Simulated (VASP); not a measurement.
# MgBe2SeO2 (I4/mmm) in VASP: notebook

The runs below take MgBe2SeO2 through single point, relaxation of cell and atoms, with PBE.

All numbers are computed with VASP 6.6.1; they aren't measurements. Logs are shortened: lines on timing, memory, paths and dates and some standing lists are left out, and cuts for length are marked.

### 1 The cell of the first run

It takes space group I4/mmm (No. 139, tetragonal). The conventional cell has a = 3.703 Å, b = 3.703 Å, c = 9.963 Å, α = 90.00°, β = 90.00°, γ = 90.00°. Within 3.8 Å of Mg (site symmetry 4/mmm) lie 4 Se at 2.62 Å and 10 Be at 3.00 to 3.52 Å and 8 O at 3.10 Å and 4 Mg at 3.70 Å. Be (site symmetry 4mm) has 1 Se at 1.46 Å within 1.9 Å. Se (site symmetry 4/mmm) has 2 Be at 1.46 Å within 1.9 Å. O (site symmetry -4m2) has 4 Be at 2.12 Å and 4 O at 2.62 Å within 2.8 Å.

The cell was generated, and may not be a known phase.

### 2 Single point, PBE

Input file INCAR:

```
PREC     = Accurate       # precision mode
ENCUT    = 520            # plane-wave cutoff, eV
EDIFF    = 1E-7           # SCF threshold, eV
ISMEAR   = 0              # smearing method
SIGMA    = 0.1            # smearing width, eV
LREAL    = F              # projectors in reciprocal space
LASPH    = T              # aspherical terms in the spheres
NELM     = 100            # most SCF steps
ALGO     = Normal         # electronic algorithm
ISIF     = 2              # what is computed and relaxed
LWAVE    = F              # write WAVECAR
LCHARG   = T              # write CHGCAR
GGA      = PE             # functional
LELF     = T              # ELF
LVHAR    = T            
NBANDS   = 21             # bands
```

Input file KPOINTS:

```
Automatic mesh
0
Gamma
  6 6 6
```

Input file POSCAR:

```
MgBe2SeO2
1.0
   -1.8514632100      1.8514632100      4.9815043400
    1.8514632100     -1.8514632100      4.9815043400
    1.8514632100      1.8514632100     -4.9815043400
Mg Be Se O
1 2 1 2
Direct
    0.5000000000      0.5000000000      0.0000000000
    0.1464646200      0.1464646200      0.0000000000
    0.8535353800      0.8535353800      0.0000000000
    0.0000000000      0.0000000000      0.0000000000
    0.2500000000      0.7500000000      0.5000000000
    0.7500000000      0.2500000000      0.5000000000
```

Potentials or basis: VASP PAW PBE potentials, release 64 (Mg, Be, Se, O).

Started as:

```console
$ cat potpaw_PBE.64/Mg/POTCAR potpaw_PBE.64/Be/POTCAR potpaw_PBE.64/Se/POTCAR potpaw_PBE.64/O/POTCAR > POTCAR
$ mpirun -np 1 vasp_std > vasp.out
```

OUTCAR:

```text
PREC = Accurate
   ENCUT = 520
   EDIFF = 1E-7
   ISMEAR = 0
   LREAL = F
   LASPH = T
   NELM = 100
   ISIF = 2
   GGA = PE

 ion  position               nearest neighbor table
   1  0.500  0.500  0.000-   4 2.62   4 2.62   4 2.62   4 2.62   2 3.00   2 3.00   3 3.00   2 3.00
                             3 3.00   2 3.00   3 3.00   3 3.00
   2  0.146  0.146  0.000-   4 1.46   5 2.12   6 2.12   5 2.12   6 2.12   1 3.00   1 3.00   1 3.00
                             1 3.00
   3  0.854  0.854  0.000-   4 1.46   5 2.12   6 2.12   6 2.12   5 2.12   1 3.00   1 3.00   1 3.00
                             1 3.00
   4  0.000  0.000  0.000-   2 1.46   3 1.46   1 2.62   1 2.62   1 2.62   1 2.62
   5  0.250  0.750  0.500-   3 2.12   2 2.12   3 2.12   2 2.12
   6  0.750  0.250  0.500-   3 2.12   2 2.12   3 2.12   2 2.12

  LATTYP: Found a body centered tetragonal cell.
 ALAT       =     3.7029264200
 C/A-ratio  =     2.6905770058

  Lattice vectors:

 A1 = (  -1.8514632100,   1.8514632100,   4.9815043400)
 A2 = (   1.8514632100,  -1.8514632100,   4.9815043400)
 A3 = (   1.8514632100,   1.8514632100,  -4.9815043400)

Analysis of symmetry for initial positions (statically):
=====================================================================
 Subroutine PRICEL returns:
 Original cell was already a primitive cell.

 Routine SETGRP: Setting up the symmetry group for a
 body centered tetragonal supercell.

 Subroutine GETGRP returns: Found 16 space group operations
 (whereof 16 operations were pure point group operations)
 out of a pool of 16 trial point group operations.

The static configuration has the point symmetry D_4h.

Analysis of symmetry for dynamics (positions and initial velocities):
=====================================================================
 Subroutine PRICEL returns:
 Original cell was already a primitive cell.

 Routine SETGRP: Setting up the symmetry group for a
 body centered tetragonal supercell.

 Subroutine GETGRP returns: Found 16 space group operations
 (whereof 16 operations were pure point group operations)
 out of a pool of 16 trial point group operations.

The dynamic configuration has the point symmetry D_4h.

 Subroutine INISYM returns: Found 16 space group operations
 (whereof 16 operations are pure point group operations),
 and found     1 'primitive' translations

----------------------------------------------------------------------------------------

                                     Primitive cell

  volume of cell :      68.3047

  direct lattice vectors                    reciprocal lattice vectors
    -1.851463210  1.851463210  4.981504340     0.000000000  0.270056676  0.100371287
     1.851463210 -1.851463210  4.981504340     0.270056676  0.000000000  0.100371287
     1.851463210  1.851463210 -4.981504340     0.270056676  0.270056676  0.000000000

  length of vectors
     5.627718679  5.627718679  5.627718679     0.288105889  0.288105889  0.381917814

  position of ions in fractional coordinates (direct lattice)
     0.500000000  0.500000000  0.000000000
     0.146464620  0.146464620  0.000000000
     0.853535380  0.853535380  0.000000000
     0.000000000  0.000000000  0.000000000
     0.250000000  0.750000000  0.500000000
     0.750000000  0.250000000  0.500000000

  ion indices of the primitive-cell ions
   primitive index   ion index
                 1           1
                 2           2
                 3           3
                 4           4
                 5           5
                 6           6

----------------------------------------------------------------------------------------

 KPOINTS: Automatic mesh

Automatic generation of k-mesh.
 Grid dimensions read from file:
 generate k-points for:    6    6    6

 Generating k-lattice:

  Cartesian coordinates                     Fractional coordinates (reciprocal lattice)
     0.000000000  0.045009446  0.016728548     0.166666667  0.000000000 -0.000000000
     0.045009446  0.000000000  0.016728548     0.000000000  0.166666667 -0.000000000
     0.045009446  0.045009446  0.000000000     0.000000000  0.000000000  0.166666667

  Length of vectors
     0.048017648  0.048017648  0.063652969

  Shift w.r.t. Gamma in fractional coordinates (k-lattice)
     0.000000000  0.000000000  0.000000000

 Subroutine IBZKPT returns following result:
 ===========================================

 Found     30 irreducible k-points:

 Following reciprocal coordinates:
            Coordinates               Weight
  0.000000  0.000000  0.000000      1.000000
  0.166667  0.000000  0.000000      8.000000
  0.333333  0.000000  0.000000      8.000000
  0.500000 -0.000000  0.000000      4.000000
  0.166667  0.166667  0.000000      8.000000
  0.333333  0.166667  0.000000     16.000000
[... 16 lines left out ...]
 -0.333333 -0.333333  0.166667      8.000000
 -0.166667 -0.333333  0.166667      8.000000
 [... further k-points ...]
   k-points           NKPTS =     30   k-points in BZ     NKDIM =     30   number of bands    NBANDS=     21
   number of dos      NEDOS =    301   number of ions     NIONS =      6
   total plane-waves  NPLWV =  74088
   dimension x,y,z NGX =    42 NGY =   42 NGZ =   42
   dimension x,y,z NGXF=    84 NGYF=   84 NGZF=   84
   ions per type =               1   2   1   2
   NGX,Y,Z   is equivalent  to a cutoff of  12.41, 12.41, 12.41 a.u.
   NGXF,Y,Z  is equivalent  to a cutoff of  24.81, 24.81, 24.81 a.u.
 SYSTEM =  unknown system
   PREC   = accura    normal or accurate (medium, high low for compatibility)
   ISTART =      0    job   : 0-new  1-cont  2-samecut
   ICHARG =      2    charge: 1-file 2-atom 10-const
   ISPIN  =      1    spin polarized calculation?
   LNONCOLLINEAR =      F non collinear calculations
   LSORBIT =      F    spin-orbit coupling
   LASPH  =      T    aspherical Exc in radial PAW
   ENCUT  =  520.0 eV  38.22 Ry    6.18 a.u.  10.46 10.46 10.46*2*pi/ulx,y,z
   NELM   =    100;   NELMIN=  2; NELMDL= -5     # of ELM steps
   EDIFF  = 0.1E-06   stopping-criterion for ELM
   LREAL  =      F    real-space projection
   EDIFFG = 0.1E-05   stopping-criterion for IOM
   NSW    =      0    number of steps for IOM
   IBRION =     -1    ionic relax: 0-MD 1-quasi-New 2-CG
   NFREE  =      0    steps in history (QN), initial steepest desc. (CG)
   ISIF   =      2    stress and relaxation
   ISYM   =      2    0-nonsym 1-usesym 2-fastsym
   POTIM  = 0.5000    time-step for ionic-motion
   TEBEG  =    0.0;   TEEND  =   0.0 temperature during run
   PSTRESS=    0.0 pullay stress
   NELECT =      24.0000    total number of electrons
   NUPDOWN=      -1.0000    fix difference up-down
   EMIN   =  10.00;   EMAX   =-10.00  energy-range for DOS
   EFERMI =   0.00;   METHOD = LEGACY
   ISMEAR =     0;   SIGMA  =   0.10  broadening in eV -4-tet -1-fermi 0-gaus
   EFERMI_NEDOS =   21; number of points for ismear=-14 and -15
   IALGO  =     38    algorithm
   IMIX   =      4    mixing-type and parameters
     AMIX     =   0.40;   BMIX     =  1.00
     AMIX_MAG =   1.60;   BMIX_MAG =  1.00
  volume/ion in A,a.u.               =      11.38        76.82
  Fermi-wavevector in a.u.,A,eV,Ry     =   1.155212  2.183034 18.157175  1.334515
  Thomas-Fermi vector in A             =   2.291842
   LORBIT       =      0    0 simple, 1 ext, 2 COOP (PROOUT), +10 PAW based schemes
   GGA     = PE    functional components
   LHFCALC =     F    Hartree Fock is set to
   AEXX    =    0.0000 exact exchange contribution
   IVDW    =     0    specifies the selected vdW correction
   LEPSILON=     F    determine dielectric tensor
   LRPA    =     F    only Hartree local field effects (RPA)
 non-spin polarized calculation
 Gauss-broadening in eV      SIGMA  =   0.10
  energy-cutoff  :      520.00
  volume of cell :       68.30
 maximum number of plane-waves:      1863
 NGX is ok and might be reduce to    42
   NGX = 21   NGY = 21   NGZ = 21

 number of electron      24.0000003 magnetization

 Free energy of the ion-electron system (eV)
  ---------------------------------------------------
  ext. energy  EPLUGINS =         0.00000000
  ---------------------------------------------------
  free energy    TOTEN  =       -15.59006839 eV

  energy without entropy =      -15.57812235  energy(sigma->0) =      -15.58409537

 E-fermi :   5.3591     XC(G=0): -10.2366

 val. band max:        5.3222413935   @ k =  -0.3333   0.3333   0.0000
 cond. band min:       5.3732647752   @ k =   0.5000   0.3333   0.0000
 fundamental gap:      0.0510233817
 Fermi energy:         5.3591473857

 k-point     1 :       0.0000    0.0000    0.0000
  band No.  band energies     occupation
      1     -12.7980      2.00000
      2     -11.4122      2.00000
      3     -10.3448      2.00000
      4      -3.1108      2.00000
      5      -0.3618      2.00000
      6      -0.3618      2.00000
[... 13 lines left out ...]
     20      13.3011      0.00000
     21      14.8481      0.00000

 k-point     2 :       0.1667    0.0000    0.0000
  band No.  band energies     occupation
      1     -12.6455      2.00000
      2     -11.3796      2.00000
      3     -10.4803      2.00000
      4      -2.9459      2.00000
      5      -1.3295      2.00000
      6      -0.3368      2.00000
[... 13 lines left out ...]
     20      13.0043      0.00000
     21      13.5601      0.00000

 k-point     3 :       0.3333    0.0000    0.0000
  band No.  band energies     occupation
      1     -12.2471      2.00000
      2     -11.3181      2.00000
      3     -10.8334      2.00000
      4      -2.7939      2.00000
      5      -2.4114      2.00000
      6      -0.2629      2.00000
[... 13 lines left out ...]
     20      13.0222      0.00000
     21      13.6439      0.00000

 k-point     4 :       0.5000   -0.0000    0.0000
  band No.  band energies     occupation
      1     -11.9126      2.00000
      2     -11.3390      2.00000
      3     -11.0895      2.00000
      4      -3.2310      2.00000
      5      -2.2726      2.00000
      6      -0.2145      2.00000
[... 13 lines left out ...]
     20      14.1668      0.00000
     21      14.2874      0.00000

 k-point     5 :       0.1667    0.1667    0.0000
  band No.  band energies     occupation
      1     -12.4658      2.00000
      2     -11.3987      2.00000
      3     -10.5906      2.00000
      4      -2.7338      2.00000
      5      -1.3559      2.00000
      6      -1.1863      2.00000
[... 13 lines left out ...]
     20      13.3573      0.00000
     21      15.0107      0.00000
[... 382 lines left out ...]
     20      13.6322      0.00000
     21      14.2080      0.00000

 k-point    22 :      -0.1667    0.5000    0.1667
  band No.  band energies     occupation
      1     -12.0761      2.00000
      2     -11.5426      2.00000
      3     -10.8280      2.00000
      4      -2.7753      2.00000
      5      -2.2453      2.00000
      6      -0.3885      2.00000
[... 13 lines left out ...]
     20      13.3204      0.00000
     21      14.4122      0.00000

 k-point    23 :      -0.3333   -0.3333    0.1667
  band No.  band energies     occupation
      1     -12.2685      2.00000
      2     -11.6571      2.00000
      3     -10.5972      2.00000
      4      -2.4199      2.00000
      5      -1.6172      2.00000
      6      -1.1376      2.00000
[... 13 lines left out ...]
     20      13.7435      0.00000
     21      15.2689      0.00000

 k-point    24 :      -0.1667   -0.3333    0.1667
  band No.  band energies     occupation
      1     -12.5032      2.00000
      2     -11.5843      2.00000
      3     -10.4838      2.00000
      4      -2.6611      2.00000
      5      -1.4341      2.00000
      6      -0.5347      2.00000
[... 13 lines left out ...]
     20      13.2268      0.00000
     21      13.9010      0.00000

 [... further k-points ...]

------------------------ aborting loop because EDIFF is reached ----------------------------------------

  FORCE on cell =-STRESS in cart. coord.  units (eV):
  Direction    XX          YY          ZZ          XY          YZ          ZX
  --------------------------------------------------------------------------------------
  -------------------------------------------------------------------------------------
  Total       -1.5166513     -1.5166513     67.7801796      0.0000000     -0.0000000      0.0000000
  in kB      -35.5750603    -35.5750603   1589.8736817      0.0000000     -0.0000000      0.0000000
  external PRESSURE =     506.2411870 kB  Pullay stress =       0.0000000 kB

 VOLUME and BASIS-vectors are now :
 -----------------------------------------------------------------------------
  energy-cutoff  :      520.00
  volume of cell :       68.30
      direct lattice vectors                 reciprocal lattice vectors
    -1.851463210  1.851463210  4.981504340     0.000000000  0.270056676  0.100371287
     1.851463210 -1.851463210  4.981504340     0.270056676  0.000000000  0.100371287
     1.851463210  1.851463210 -4.981504340     0.270056676  0.270056676  0.000000000

 POSITION                                       TOTAL-FORCE (eV/Angst)
 -----------------------------------------------------------------------------------
      0.00000      0.00000      4.98150         0.000000      0.000000      0.000000
      0.00000      0.00000      1.45923        -0.000000     -0.000000     31.707102
      0.00000      0.00000      8.50378        -0.000000     -0.000000    -31.707102
      0.00000      0.00000      0.00000         0.000000      0.000000      0.000000
      1.85146      0.00000      2.49075         0.000000      0.000000      0.000000
      0.00000      1.85146      2.49075         0.000000      0.000000      0.000000
 -----------------------------------------------------------------------------------
    total drift:                                0.000000     -0.000000      0.000000

  FREE ENERGIE OF THE ION-ELECTRON SYSTEM (eV)
  ---------------------------------------------------
  free  energy   TOTEN  =       -15.5900683878 eV

  energy  without entropy=      -15.5781223472  energy(sigma->0) =      -15.58409537
```

Wall time 55 s (1 thread of AMD EPYC 9R45 (Zen 5), shared host); peak memory 0.24 GiB.

Results:

| Quantity | Value |
| --- | --- |
| Free energy | -15.5901 eV |
| Pressure | 50.6 GPa |
| Largest force | 31.707 eV/Å |
| Band gap on the k mesh | zero (bands 12 and 13 overlap by 0.55 eV) |

Forces in eV/Å, atoms in the order of the input:
```
Mg    0.000   0.000   0.000
Be    0.000   0.000  31.707
Be    0.000   0.000 -31.707
Se    0.000   0.000   0.000
O     0.000   0.000   0.000
O     0.000   0.000   0.000
```

Stress tensor (GPa, compression positive):
```
 -3.56   0.00   0.00
  0.00  -3.56   0.00
  0.00   0.00 158.99
```

Caveat: atoms lie so close that the PAW spheres overlap strongly, which falsifies energies and pressures; the stress differs along the axes, from -4 to 159 GPa; semilocal functionals underestimate gaps, and a narrow one can read as zero; forces of over 1 eV/Å act on the atoms, so gaps and moduli don't describe the material at rest.

(Continued in part 2 of 2.)

The gap in the log of VASP goes by the Fermi energy; the results here count the filled bands.